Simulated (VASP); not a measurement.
MgBr: relaxation of cell and atoms with PBE

Crystal: MgBr.

```xyz
2
Lattice="2.1921 1.2656 3.4655 -2.1921 1.2656 3.4655 0.0000 -2.5313 3.4655" Properties=species:S:1:pos:R:3 pbc="T T T"
Mg    0.0000    0.0000    0.0000
Br    0.0000    0.0000    5.1983
```

| Item | Value |
| --- | --- |
| Program | VASP 6.6.1 |
| Task | relaxation of cell and atoms |
| Functional | PBE |
| Potentials or basis | VASP PAW PBE potentials, release 64 (Mg, Br) |
| Cutoff | 600 eV |
| k mesh | 18 × 18 × 18 |
| Occupations | gaussian, width 0.1 eV |
| Spin | no spin polarisation |
| Dipole correction | no |
| Further INCAR settings | ALGO = Normal; EDIFF = 1e-06; IBRION = 2; EDIFFG = -0.01; NSW = 100; ISIF = 3 |

```
Relaxed volume                        : 28.73 Å³/atom
Relaxed cell                          : a = 4.284 Å, b = 4.284 Å, c = 4.284 Å, α = 61.51°, β = 61.51°, γ = 61.51°
Space group after relaxing (to 0.1 Å) : R-3m (No. 166)
Energy gained by relaxing             : 0.0 meV/atom
Ionic steps                           : 3
Pressure after relaxing               : 0.0 GPa
Band gap on the k mesh                : zero (an odd number of electrons rules out a gap without spin polarisation)
```

Stress tensor (GPa, compression positive):
```
 0.05  0.00  0.00
 0.00  0.05  0.00
 0.00  0.00 -0.04
```

Final structure:
```xyz
2
Lattice="2.1904 1.2646 3.4572 -2.1904 1.2646 3.4572 0.0000 -2.5293 3.4572" Properties=species:S:1:pos:R:3 pbc="T T T"
Mg    0.0000    0.0000    0.0000
Br    0.0000    0.0000    5.1858
```

Levels at points of the mesh, in eV from the Fermi level:
| k point | band 1 | band 2 | band 3 | band 4 | band 5 | band 6 | band 7 | band 8 |
| --- | --- | --- | --- | --- | --- | --- | --- | --- |
| (0.00, 0.00, 0.00) | -17.16 | -4.58 | -4.58 | -4.45 | -2.56 | 4.56 | 4.56 | 4.99 |
| (0.50, 0.00, 0.00) | -16.93 | -6.86 | -4.75 | -4.68 | 0.40 | 2.19 | 3.01 | 3.21 |
| (0.50, 0.50, 0.00) | -16.86 | -6.38 | -5.31 | -5.18 | -1.33 | 2.09 | 4.52 | 5.89 |
| (0.50, 0.50, 0.50) | -16.90 | -6.78 | -4.81 | -4.81 | 0.29 | 2.25 | 2.85 | 2.85 |

It took 9.2 min on 1 thread of Intel Xeon 8259CL (shared host), peak memory 0.59 GiB.

Caveat: an odd number of electrons without spin polarisation forces a metal; a magnetic or distorted state may lie lower.
